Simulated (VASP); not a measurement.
**WS2 (g.B): single point with PBEsol+D4**

Sheet: WS2 (g.B), a sheet with vacuum.

```
S W
1.0
     3.17000    0.00000    0.00000
    -1.58500    2.74530    0.00000
     0.00000    0.00000   17.14000
S W
2 1
Direct
  0.66667 0.33333 0.40840
  0.66667 0.33333 0.59160
  0.33333 0.66667 0.50000
```

```yaml
Program: VASP 6.6.1
Task: single point
Functional: PBEsol
Dispersion: D4
Potentials_or_basis: VASP PAW PBE potentials, release 64 (S, W_sv)
Cutoff: 400 eV
k_mesh: 12 × 12 × 1
Occupations: gaussian, width 0.03 eV
Spin: no spin polarisation
Dipole_correction: yes
Further_INCAR_settings: ALGO = Normal; EDIFF = 1e-06; NBANDS = 20; NELMDL = -8
```

```yaml
Largest_force: 0.261 eV/Å
Band_gap_on_the_k_mesh: 1.86 eV, direct
Dispersion_energy_per_atom: -0.171 eV
```

Forces on the atoms (eV/Å):
```
S    0.000  0.000  0.261
S    0.000  0.000 -0.261
W    0.000  0.000  0.000
```

Levels at points of the mesh, in eV from the valence-band top:
```
           k point  band 11  band 12  band 13  band 14  band 15  band 16
(0.00, 0.00, 0.00)    -1.58    -1.58    -0.08     2.92     2.92     3.09
(0.50, 0.00, 0.00)    -2.15    -1.22    -0.95     2.90     3.34     4.05
```

Wall time 96 s on 1 thread of Intel Xeon 8259CL (shared host), peak memory 0.25 GiB.

Caveat: the PAW data sets were made with another functional, which shifts forces and pressure a little; spin-orbit coupling is left out, which moves the levels of the heavy elements.
